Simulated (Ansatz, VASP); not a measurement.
# CaH in VASP and in Ansatz

File INCAR:

```
PREC = Accurate
ENCUT = 520
EDIFF = 1E-7
ISMEAR = 0
SIGMA = 0.1
LREAL = F
LASPH = T
NELM = 80
ALGO = Normal
ISIF = 2
LWAVE = F
LCHARG = F
GGA = PE
NBANDS = 12
```

File KPOINTS:

```
regular mesh
0
Gamma
  16 16 14
```

The input POSCAR:

```
CaH
1.0
    3.3037252878      0.0000000000      0.0000000000
    0.0000000000      3.3037252878      0.0000000000
    0.0000000000      0.0000000000      4.0184275893
Ca H
1 1
Direct
    0.0000000000      0.0000000000      0.0000000000
    0.5000000000      0.5000000000      0.0000000000
```

Input for Ansatz:

```yaml
crystal:
  lattice:
    - [3.3037252878, 0.0, 0.0]
    - [0.0, 3.3037252878, 0.0]
    - [0.0, 0.0, 4.0184275893]
  atoms:
    - { symbol: Ca, position: [0.0, 0.0, 0.0] }
    - { symbol: H, position: [0.5, 0.5, 0.0] }
basis:
  ecutwfc: 420
kpoints:
  mp_grid: { grid: [16, 16, 14] }
  band_path:
    path:
      - [[0.0, 0.0, 0.0], [0.0, 0.5, 0.0], [0.5, 0.5, 0.0], [0.0, 0.0, 0.0], [0.0, 0.0, 0.5], [0.0, 0.5, 0.5], [0.5, 0.5, 0.5], [0.0, 0.0, 0.5]]
      - [[0.0, 0.5, 0.0], [0.0, 0.5, 0.5]]
      - [[0.5, 0.5, 0.0], [0.5, 0.5, 0.5]]
    npoints: 14
hamiltonian:
  xc: pbe
scf:
  occupations: { method: gaussian, width: 0.1 }
  n_extra_bands: 6
output:
  forces: true
  stress: true
  eigenvalues: true
  populations: true
  dos: { projected: true, de: 0.02, nscf_kmesh: { grid: [20, 20, 17] } }
  bader: true
  write_density: true
  write_potential: true
  elf: true
  volumetric_format: npy
```

Alike in both runs: task single point; functional PBE; k mesh 16 × 16 × 14; occupations gaussian, width 0.1 eV; no spin polarisation.

```csv
,VASP,Ansatz
version,VASP 6.6.1,Ansatz 0.2.0
potentials or method,"VASP PAW PBE potentials, release 64 (Ca_sv, H), cutoff 520 eV","scalar-relativistic, plane waves, PAW"
valence electrons in the cell,11,11
```

|  | VASP | Ansatz | Ansatz less VASP |
| --- | --- | --- | --- |
| gap on the k mesh at the Fermi level (eV) | none | none | - |
| pressure (GPa) | 0.1 | 0.0 | -0.03 |
| traceless stress, the component that is largest in VASP (GPa) | -0.08 | 0.00 | +0.080 |

A gap of «none» marks a metal or a gap that the smearing closes.
